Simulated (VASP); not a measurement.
CdSe: phonons with r2SCAN

The system is CdSe.

```
CELL_PARAMETERS angstrom
3.00008 3.00008 0.00000
-3.00008 3.00008 0.00000
0.00000 3.00008 3.00008
ATOMIC_POSITIONS crystal
Cd 0.00000 0.00000 0.00000
Se 0.75000 0.25000 0.50000
```

```
Program                : VASP 6.6.1
Task                   : phonons
Functional             : r2SCAN
Potentials or basis    : VASP PAW PBE potentials, release 64 (Cd, Se)
Cutoff                 : 520 eV
k mesh                 : 6 × 6 × 6
Occupations            : gaussian, width 0.01 eV
Spin                   : no spin polarisation
Dipole correction      : no
Further INCAR settings : ALGO = Normal; EDIFF = 1e-08; IBRION = 6; POTIM = 0.015; NSW = 1
```

```
Highest phonon frequency at Γ, LO-TO splitting left out : 185 cm⁻¹
```

Phonon frequencies in cm⁻¹ (negative: imaginary):
```csv
q point,frequencies
"(0.000, 0.000, 0.000)",0 0 0 185 185 185
```

It took 2.5 min on 1 thread of Intel(R) Xeon(R) 6975P-C (Granite Rapids) (shared host), peak memory 0.23 GiB.

Caveat: the cell stands under pressure or tension, which shifts response properties.
